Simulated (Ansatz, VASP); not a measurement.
## Two plane-wave programs on Ir2Pt

```
Ir Pt
1.0
     0.00000    3.63856    3.63856
     3.63856    0.00000    3.63856
     3.63856    3.63856    0.00000
Ir Pt
4 2
Direct
  0.62500 0.12500 0.12500
  0.12500 0.12500 0.12500
  0.12500 0.12500 0.62500
  0.12500 0.62500 0.12500
  0.50000 0.50000 0.50000
  0.75000 0.75000 0.75000
```

Change from the starting cell: species swapped into the YPt2 type (Fd-3m, No. 227).

Alike in both runs: functional PBE; k mesh 4 × 4 × 4; occupations gaussian, width 0.1 eV; no spin polarisation.

Ansatz relaxed the structure, and its values are those at the end. VASP's run is a single point on that final structure, the one shown.

```csv
,VASP,Ansatz
version,VASP 6.6.1,Ansatz 0.2.0
potentials or method,"VASP PAW PBE potentials, release 64 (Ir, Pt), cutoff 500 eV","scalar-relativistic, plane waves, PAW"
valence electrons in the cell,56,104
```

VASP gave:

```
gap on the k mesh at the Fermi level (eV) : none
pressure (GPa)                            : 0.2
```

**Question.** What did Ansatz give for the same quantities?

**Answer.** gap on the k mesh at the Fermi level (eV): none; pressure (GPa): -0.1.

A gap of «none» marks a metal or a gap that the smearing closes. The functional is the same, so the differences come from potentials, cutoffs and numerics. VASP's potentials hold 56 valence electrons a cell and Ansatz's 104, so a difference there can come from the potentials and not from the codes.

The k mesh is coarse, so the values compare programs but aren't converged. Neither program's run includes spin-orbit coupling.
